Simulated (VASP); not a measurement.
Here is a VASP 6.6.1 calculation.

Contents of INCAR:

```
ALGO = Normal
EDIFF = 1E-6
ENCUT = 520
GGA = PE
ISIF = 2
ISMEAR = 0
LASPH = T
LCHARG = F
LREAL = F
LWAVE = F
NBANDS = 16
NELM = 80
PREC = Accurate
SIGMA = 0.1
```

KPOINTS

```
k-points
0
Gamma
  18 18 18
```

POSCAR

```
AlRu
1.0
    3.0035032610      0.0000000000      0.0000000000
    0.0000000000      3.0035032610      0.0000000000
    0.0000000000      0.0000000000      3.0035032610
Al Ru
1 1
Direct
    0.0000000000      0.0000000000      0.0000000000
    0.5000000000      0.5000000000      0.5000000000
```

Potentials or basis: VASP PAW PBE potentials, release 64 (Al, Ru_pv).

Command:

```console
$ cat potpaw_PBE.64/Al/POTCAR potpaw_PBE.64/Ru_pv/POTCAR > POTCAR
$ mpirun -np 1 vasp_std > vasp.out
```

**Question.** Estimate the pressure.

**Answer.** 0.0 GPa.
